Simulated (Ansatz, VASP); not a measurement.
# One calculation of LiCl, two programs

The input POSCAR:

```
LiCl
1.0
    0.0000000000      2.5421223390      2.5421223390
    2.5421223390      0.0000000000      2.5421223390
    2.5421223390      2.5421223390      0.0000000000
Li Cl
1 1
Direct
    0.0000000000      0.0000000000      0.0000000000
    0.5000000000      0.5000000000      0.5000000000
```

The input INCAR.step1:

```
  PREC = Accurate
  ENCUT = 520
  ISMEAR = 0
  SIGMA = 0.1
  LREAL = F
  LASPH = T
  NELM = 100
  NBANDS = 12
  GGA = PE
  ALGO = Normal
  EDIFF = 1E-4
  LWAVE = T
  LCHARG = F
```

The input INCAR.step2:

```
  PREC = Accurate
  ENCUT = 520
  EDIFF = 1E-6
  ISMEAR = 0
  SIGMA = 0.1
  LREAL = F
  LASPH = T
  NELM = 100
  ALGO = Normal
  ISIF = 2
  LWAVE = F
  LCHARG = T
  METAGGA = R2SCAN
  LMIXTAU = T
  IVDW = 12
  VDW_S6 = 1.0
  VDW_S8 = 0.78981345
  VDW_A1 = 0.49484001
  VDW_A2 = 5.73083694
  LELF = T
  LVHAR = T
  NBANDS = 12
  ISTART = 1
```

File KPOINTS:

```
Automatic mesh
0
Gamma
  8 8 8
```

Input for Ansatz:

```yaml
crystal:
  lattice:
    - [0.0, 2.542122339, 2.542122339]
    - [2.542122339, 0.0, 2.542122339]
    - [2.542122339, 2.542122339, 0.0]
  atoms:
    - { symbol: Li, position: [0.0, 0.0, 0.0] }
    - { symbol: Cl, position: [0.5, 0.5, 0.5] }
basis:
  ecutwfc: 500
kpoints:
  mp_grid: { grid: [8, 8, 8] }
hamiltonian:
  xc: r2scan
  dispersion: d3bj
scf:
  occupations: { method: gaussian, width: 0.1 }
  n_extra_bands: 2
output:
  forces: true
  stress: true
  eigenvalues: true
```

Alike in both runs: task single point; functional r2SCAN; dispersion D3(BJ); k mesh 8 × 8 × 8; occupations gaussian, width 0.1 eV; no spin polarisation.

|  | VASP | Ansatz |
| --- | --- | --- |
| version | VASP 6.6.1 | Ansatz 0.2.0 |
| potentials or method | VASP PAW PBE potentials, release 64 (Li_sv, Cl), cutoff 520 eV | scalar-relativistic, plane waves, PAW |
| valence electrons in the cell | 10 | 10 |

```csv
,VASP,Ansatz,Ansatz less VASP
gap on the k mesh at the Fermi level (eV),7.47,7.40,-0.073
least direct gap on the mesh (eV),7.47,7.40,-0.073
```

VASP's potentials were made for PBE, not for r2SCAN. Ansatz's warnings: dispersion damping borrowed.

Noted on VASP's run: the cutoff is short for stress, so the pressure is rough.
